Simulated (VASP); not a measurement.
A run of VASP 6.6.1 is set up as follows.

The input INCAR:

```
PREC = Accurate ; ENCUT = 600
EDIFF = 1E-6 ; ISMEAR = 0
SIGMA = 0.02 ; LREAL = F
LASPH = T ; NELM = 120
ALGO = Normal ; ISIF = 2
LWAVE = F ; LCHARG = T
GGA = PE ; LELF = T
LVHAR = T ; NBANDS = 35
GGA_COMPAT = F
```

The input KPOINTS:

```
Automatic mesh
0
Gamma
  6 6 8
```

POSCAR

```
SnO2
1.0
    4.6968230732      0.0000000000      0.0000000000
    0.0000000000      4.6968230732      0.0000000000
    0.0000000000      0.0000000000      3.3141596686
Sn O
2 4
Direct
    0.0000000000      0.0000000000      0.0000000000
    0.5000000000      0.5000000000      0.5000000000
    0.6930000000      0.6930000000      0.0000000000
    0.3070000000      0.3070000000      0.0000000000
    0.8070000000      0.1930000000      0.5000000000
    0.1930000000      0.8070000000      0.5000000000
```

Potentials or basis: VASP PAW PBE potentials, release 64 (Sn_d, O).

Run with:

```sh
$ cat potpaw_PBE.64/Sn_d/POTCAR potpaw_PBE.64/O/POTCAR > POTCAR
$ mpirun -np 1 vasp_std > vasp.out
```

Problem. What does it give for the largest force?

Solution. 0.005 eV/Å.

Problem. Predict the band gap on the k mesh.

Solution. 0.87 eV.

Forces on the atoms (eV/Å):
```
Sn   0.000  0.000  0.000
Sn   0.000  0.000  0.000
O    0.004  0.004  0.000
O   -0.004 -0.004  0.000
O   -0.004  0.004  0.000
O    0.004 -0.004  0.000
```

Caveat: spin-orbit coupling is left out, which moves the levels of the heavy elements.
